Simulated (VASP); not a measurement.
# CdTe (F-43m) in VASP: further runs

Runs on CdTe. Level: PBE. Tasks: single point, relaxation of cell and atoms.

All numbers are computed with VASP 6.6.1; they aren't measurements. Logs are shortened: lines on timing, memory, paths and dates and some standing lists are left out, and cuts for length are marked.

## 1. The cell of the first run

It takes space group F-43m (No. 216, cubic). The conventional cell has a = 6.620 Å, b = 6.620 Å, c = 6.620 Å, α = 90.00°, β = 90.00°, γ = 90.00°. Within 3.8 Å of Cd (site symmetry -43m) lie 4 Te at 2.87 Å. Te (site symmetry -43m) has 4 Cd at 2.87 Å within 3.8 Å.

## 2. Single point, PBE

Input file INCAR:

```
  PREC = Accurate
  ENCUT = 520
  EDIFF = 1E-6
  ISMEAR = 0
  SIGMA = 0.02
  LREAL = F
  LASPH = T
  NELM = 60
  ALGO = Normal
  ISIF = 2
  LWAVE = F
  LCHARG = F
  GGA = PE
  NBANDS = 16
```

Input file KPOINTS:

```
Automatic mesh
0
Gamma
  6 6 6
```

Input file POSCAR:

```
CdTe
1.0
    0.0000000000      3.3100202420      3.3100202420
    3.3100202420      0.0000000000      3.3100202420
    3.3100202420      3.3100202420      0.0000000000
Cd Te
1 1
Direct
    0.0000000000      0.0000000000      0.0000000000
    0.2500000000      0.2500000000      0.2500000000
```

Potentials or basis: VASP PAW PBE potentials, release 64 (Cd, Te).

Started as:

```console
$ cat potpaw_PBE.64/Cd/POTCAR potpaw_PBE.64/Te/POTCAR > POTCAR
$ mpirun -np 1 vasp_std > vasp.out
```

OUTCAR:

```text
PREC = Accurate
   ENCUT = 520
   EDIFF = 1E-6
   ISMEAR = 0
   LREAL = F
   LASPH = T
   NELM = 60
   ISIF = 2
   GGA = PE

 ion  position               nearest neighbor table
   1  0.000  0.000  0.000-   2 2.87   2 2.87   2 2.87   2 2.87
   2  0.250  0.250  0.250-   1 2.87   1 2.87   1 2.87   1 2.87

  LATTYP: Found a face centered cubic cell.
 ALAT       =     6.6200404840

  Lattice vectors:

 A1 = (   0.0000000000,   3.3100202420,   3.3100202420)
 A2 = (   3.3100202420,   0.0000000000,   3.3100202420)
 A3 = (   3.3100202420,   3.3100202420,   0.0000000000)

Analysis of symmetry for initial positions (statically):
=====================================================================
 Subroutine PRICEL returns:
 Original cell was already a primitive cell.

 Routine SETGRP: Setting up the symmetry group for a
 face centered cubic supercell.

 Subroutine GETGRP returns: Found 24 space group operations
 (whereof 24 operations were pure point group operations)
 out of a pool of 48 trial point group operations.

The static configuration has the point symmetry T_d .

Analysis of symmetry for dynamics (positions and initial velocities):
=====================================================================
 Subroutine PRICEL returns:
 Original cell was already a primitive cell.

 Routine SETGRP: Setting up the symmetry group for a
 face centered cubic supercell.

 Subroutine GETGRP returns: Found 24 space group operations
 (whereof 24 operations were pure point group operations)
 out of a pool of 48 trial point group operations.

The dynamic configuration has the point symmetry T_d .

 Subroutine INISYM returns: Found 24 space group operations
 (whereof 24 operations are pure point group operations),
 and found     1 'primitive' translations

----------------------------------------------------------------------------------------

                                     Primitive cell

  volume of cell :      72.5307

  direct lattice vectors                    reciprocal lattice vectors
     0.000000000  3.310020242  3.310020242    -0.151056478  0.151056478  0.151056478
     3.310020242  0.000000000  3.310020242     0.151056478 -0.151056478  0.151056478
     3.310020242  3.310020242  0.000000000     0.151056478  0.151056478 -0.151056478

  length of vectors
     4.681075518  4.681075518  4.681075518     0.261637495  0.261637495  0.261637495

[... 69 lines left out ...]
   ENCUT  =  520.0 eV  38.22 Ry    6.18 a.u.   8.70  8.70  8.70*2*pi/ulx,y,z
   NELM   =     60;   NELMIN=  2; NELMDL= -5     # of ELM steps
   EDIFF  = 0.1E-05   stopping-criterion for ELM
   LREAL  =      F    real-space projection
   EDIFFG = 0.1E-04   stopping-criterion for IOM
   NSW    =      0    number of steps for IOM
   IBRION =     -1    ionic relax: 0-MD 1-quasi-New 2-CG
   NFREE  =      0    steps in history (QN), initial steepest desc. (CG)
   ISIF   =      2    stress and relaxation
   ISYM   =      2    0-nonsym 1-usesym 2-fastsym
   POTIM  = 0.5000    time-step for ionic-motion
   TEBEG  =    0.0;   TEEND  =   0.0 temperature during run
   PSTRESS=    0.0 pullay stress
   NELECT =      18.0000    total number of electrons
   NUPDOWN=      -1.0000    fix difference up-down
   EMIN   =  10.00;   EMAX   =-10.00  energy-range for DOS
   EFERMI =   0.00;   METHOD = LEGACY
   ISMEAR =     0;   SIGMA  =   0.02  broadening in eV -4-tet -1-fermi 0-gaus
   EFERMI_NEDOS =   21; number of points for ismear=-14 and -15
   IALGO  =     38    algorithm
   IMIX   =      4    mixing-type and parameters
     AMIX     =   0.40;   BMIX     =  1.00
     AMIX_MAG =   1.60;   BMIX_MAG =  1.00
  volume/ion in A,a.u.               =      36.27       244.73
  Fermi-wavevector in a.u.,A,eV,Ry     =   1.028786  1.944124 14.400413  1.058400
  Thomas-Fermi vector in A             =   2.162800
   LORBIT       =      0    0 simple, 1 ext, 2 COOP (PROOUT), +10 PAW based schemes
   GGA     = PE    functional components
   LHFCALC =     F    Hartree Fock is set to
   AEXX    =    0.0000 exact exchange contribution
   IVDW    =     0    specifies the selected vdW correction
   LEPSILON=     F    determine dielectric tensor
   LRPA    =     F    only Hartree local field effects (RPA)
 non-spin polarized calculation
 Gauss-broadening in eV      SIGMA  =   0.02
  energy-cutoff  :      520.00
  volume of cell :       72.53
 maximum number of plane-waves:      1980
   NGX = 17   NGY = 17   NGZ = 17

 number of electron      18.0000006 magnetization

 Free energy of the ion-electron system (eV)
  ---------------------------------------------------
  ext. energy  EPLUGINS =         0.00000000
  ---------------------------------------------------
  free energy    TOTEN  =        -4.80708587 eV

  energy without entropy =       -4.80708587  energy(sigma->0) =       -4.80708587

 E-fermi :   1.8933     XC(G=0):  -8.3040

 val. band max:        1.7933052164   @ k =   0.0000   0.0000   0.0000
 cond. band min:       2.3718289675   @ k =   0.0000   0.0000   0.0000
 fundamental gap:      0.5785237511
 Fermi energy:         1.8933393615

 k-point     1 :       0.0000    0.0000    0.0000
  band No.  band energies     occupation
      1      -9.0357      2.00000
      2      -6.2980      2.00000
      3      -6.2980      2.00000
      4      -6.2980      2.00000
      5      -6.0821      2.00000
      6      -6.0821      2.00000
[... 281 lines left out ...]
      3      -6.1869      2.00000
      4      -6.1200      2.00000
      5      -6.0706      2.00000
      6      -5.6111      2.00000
[... 8 lines left out ...]
     15      12.5984      0.00000
     16      12.9413      0.00000

------------------------ aborting loop because EDIFF is reached ----------------------------------------

  FORCE on cell =-STRESS in cart. coord.  units (eV):
  Direction    XX          YY          ZZ          XY          YZ          ZX
  --------------------------------------------------------------------------------------
  -------------------------------------------------------------------------------------
  Total        0.0444210      0.0444210      0.0444210     -0.0000000      0.0000000     -0.0000000
  in kB        0.9812450      0.9812450      0.9812450     -0.0000000      0.0000000     -0.0000000
  external PRESSURE =       0.9812450 kB  Pullay stress =       0.0000000 kB

 VOLUME and BASIS-vectors are now :
 -----------------------------------------------------------------------------
  energy-cutoff  :      520.00
  volume of cell :       72.53
      direct lattice vectors                 reciprocal lattice vectors
     0.000000000  3.310020242  3.310020242    -0.151056478  0.151056478  0.151056478
     3.310020242  0.000000000  3.310020242     0.151056478 -0.151056478  0.151056478
     3.310020242  3.310020242  0.000000000     0.151056478  0.151056478 -0.151056478

 POSITION                                       TOTAL-FORCE (eV/Angst)
 -----------------------------------------------------------------------------------
      0.00000      0.00000      0.00000        -0.000000     -0.000000     -0.000000
      1.65501      1.65501      1.65501         0.000000      0.000000      0.000000
 -----------------------------------------------------------------------------------
    total drift:                               -0.000000     -0.000000     -0.000001

  FREE ENERGIE OF THE ION-ELECTRON SYSTEM (eV)
  ---------------------------------------------------
  free  energy   TOTEN  =        -4.8070858746 eV

  energy  without entropy=       -4.8070858746  energy(sigma->0) =       -4.80708587
```

Wall time 9.7 s (1 thread of Intel Xeon Platinum 8559C (Emerald Rapids), shared host); peak memory 0.2 GiB.

What came out:

| Item | Value |
| --- | --- |
| Free energy | -4.8071 eV |
| Pressure | 0.1 GPa |
| Band gap on the k mesh | 0.58 eV, direct |

Caveat: spin-orbit coupling is left out, which moves the levels of the heavy elements.

## 3. Relaxation of cell and atoms, PBE

Input file INCAR:

```
SYSTEM = CdTe
  PREC = Accurate
  ENCUT = 600
  EDIFF = 1E-7
  ISMEAR = 0
  SIGMA = 0.02
  LREAL = .FALSE.
  LASPH = .TRUE.
  NELM = 60
  ALGO = Normal
  ISIF = 3
  LWAVE = .FALSE.
  LCHARG = .FALSE.
  GGA = PE
  IBRION = 2
  NSW = 100
  EDIFFG = -0.005
```

Input file KPOINTS:

```
regular mesh
0
G
  8 8 8
  0 0 0
```

POSCAR is that of step 2.

Potentials or basis: VASP PAW PBE potentials, release 64 (Cd, Te).

Started as:

```console
$ cat potpaw_PBE.64/Cd/POTCAR potpaw_PBE.64/Te/POTCAR > POTCAR
$ mpirun -np 1 vasp_std > vasp.out
```

It took 27 s on 1 thread of Intel Xeon Platinum 8559C (Emerald Rapids), shared host; peak memory 0.25 GiB.

The run converged. Its results:

```yaml
Free_energy: -4.8118 eV
Relaxed_volume: 36.31 Å³/atom
Relaxed_cell: a = 4.683 Å, b = 4.683 Å, c = 4.683 Å, α = 60.00°, β = 60.00°, γ = 60.00°
Space_group_after_relaxing_to_0.05_Å: F-43m (No. 216)
Energy_gained_by_relaxing: 0.0 meV/atom
Ionic_steps: 2
Pressure_after_relaxing: 0.0 GPa
Band_gap_on_the_k_mesh: 0.58 eV, direct
```

Final structure:
```yaml
crystal:
  lattice:
    - [0.00000, 3.31153, 3.31153]
    - [3.31153, 0.00000, 3.31153]
    - [3.31153, 3.31153, 0.00000]
  atoms:
    - { symbol: Cd, position: [0.00000, 0.00000, 0.00000] }
    - { symbol: Te, position: [0.25000, 0.25000, 0.25000] }
```

Levels at points of the mesh, in eV from the valence-band top:
```csv
k point,band 6,band 7,band 8,band 9,band 10,band 11,band 12,band 13
"(0.00, 0.00, 0.00)",-7.87,0.00,0.00,0.00,0.58,4.64,4.64,4.64
"(0.50, 0.00, 0.00)",-7.57,-4.07,-0.68,-0.68,1.75,5.21,5.21,7.01
"(0.50, 0.50, 0.00)",-7.45,-4.00,-1.65,-1.65,2.67,2.75,8.50,8.80
```

Caveat: spin-orbit coupling is left out, which moves the levels of the heavy elements. PBE gaps usually lie below the measured ones, often by a third to a half.
